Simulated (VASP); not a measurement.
Input of a VASP 6.6.1 run:

Contents of INCAR:

```
SYSTEM = Si2W
PREC     = Accurate       ! precision mode
ENCUT    = 520            ! plane-wave cutoff, eV
EDIFF    = 1E-6           ! SCF threshold, eV
ISMEAR   = 0              ! smearing method
SIGMA    = 0.15           ! smearing width, eV
LREAL    = .False.        ! projectors in reciprocal space
LASPH    = .True.         ! aspherical terms in the spheres
NELM     = 60             ! most SCF steps
ALGO     = Normal         ! electronic algorithm
ISIF     = 2              ! what is computed and relaxed
LWAVE    = .False.        ! write WAVECAR
LCHARG   = .False.        ! write CHGCAR
GGA      = PE             ! functional
NBANDS   = 18             ! bands
```

KPOINTS

```
Automatic mesh
0
Gamma
  18 18 18
  0 0 0
```

Contents of POSCAR:

```
Si2W
1.0
   -1.5705355019      1.5705355019      4.1576786341
    1.5705355019     -1.5705355019      4.1576786341
    1.5705355019      1.5705355019     -4.1576786341
Si W
2 1
Direct
    0.3133835313      0.3133835313      0.0000000000
    0.6866164687      0.6866164687      0.0000000000
    0.0000000000      0.0000000000      0.0000000000
```

Potentials or basis: VASP PAW PBE potentials, release 64 (Si, W_sv).

Run with:

```bash
$ cat potpaw_PBE.64/Si/POTCAR potpaw_PBE.64/W_sv/POTCAR > POTCAR
$ mpirun -np 1 vasp_std > vasp.out
```

(1) Predict the pressure.

(2) Predict the band gap on the k mesh.

(3) Estimate the largest force.

Answers

(1) 0.0 GPa.

(2) zero (bands 11 and 12 overlap by 2.25 eV).

(3) 2.371 eV/Å.

Caveat: the stress differs along the axes, from -18 to 9 GPa; spin-orbit coupling is left out, which moves the levels of the heavy elements; forces of over 1 eV/Å act on the atoms, so gaps and moduli don't describe the material at rest.
